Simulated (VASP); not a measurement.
HfC: single point with revPBE+D4

HfC:

```
Hf C
1.0
    -0.03998    2.36626    2.30515
     2.28272   -0.01261    2.27778
     2.29372    2.34990   -0.02362
Hf C
1 1
Direct
  0.50000 0.50000 0.50000
  0.00000 0.00000 0.00000
```

```yaml
Program: VASP 6.6.1
Task: single point
Functional: revPBE
Dispersion: D4
Potentials_or_basis: VASP PAW PBE potentials, release 64 (Hf_pv, C)
Cutoff: 520 eV
k_mesh: 8 × 8 × 8
Occupations: methfessel-paxton, width 0.1 eV
Spin: no spin polarisation
```

```
Pressure                   : -4.0 GPa
Band gap on the k mesh     : zero (bands 7 and 8 overlap by 1.54 eV)
Dispersion energy per atom : -0.419 eV
```

Stress tensor (GPa, compression positive):
```
 -1.26   2.09   3.98
  2.09 -10.37  -0.31
  3.98  -0.31  -0.37
```

Levels at points of the mesh, in eV from the Fermi level:
```csv
k point,band 4,band 5,band 6,band 7,band 8,band 9,band 10,band 11
"(0.00, 0.00, 0.00)",-12.27,0.98,1.06,1.21,1.27,1.46,1.76,3.27
"(0.50, 0.00, 0.00)",-8.60,-6.09,-2.89,-2.70,5.28,5.37,5.86,6.70
"(0.00, 0.50, 0.00)",-8.52,-6.04,-3.03,-2.84,5.17,5.52,6.15,6.58
"(0.50, 0.50, 0.00)",-10.36,-2.42,-1.69,-0.15,0.00,5.37,6.68,6.97
"(0.00, 0.00, 0.50)",-8.56,-6.06,-3.02,-2.73,5.29,5.45,5.96,6.62
"(0.50, 0.00, 0.50)",-10.41,-2.70,-1.64,-0.03,0.19,5.39,6.81,6.84
"(0.00, 0.50, 0.50)",-10.36,-2.44,-1.69,-0.11,-0.01,5.35,6.66,6.98
"(0.50, 0.50, 0.50)",-8.49,-6.02,-3.06,-2.94,5.29,5.60,6.09,6.52
```

It took 2 min on 1 thread of Intel Xeon 8259CL (shared host), peak memory 0.22 GiB.

Caveat: the cell stands under tension; the PAW data sets were made with another functional, which shifts forces and pressure a little; spin-orbit coupling is left out, which moves the levels of the heavy elements.
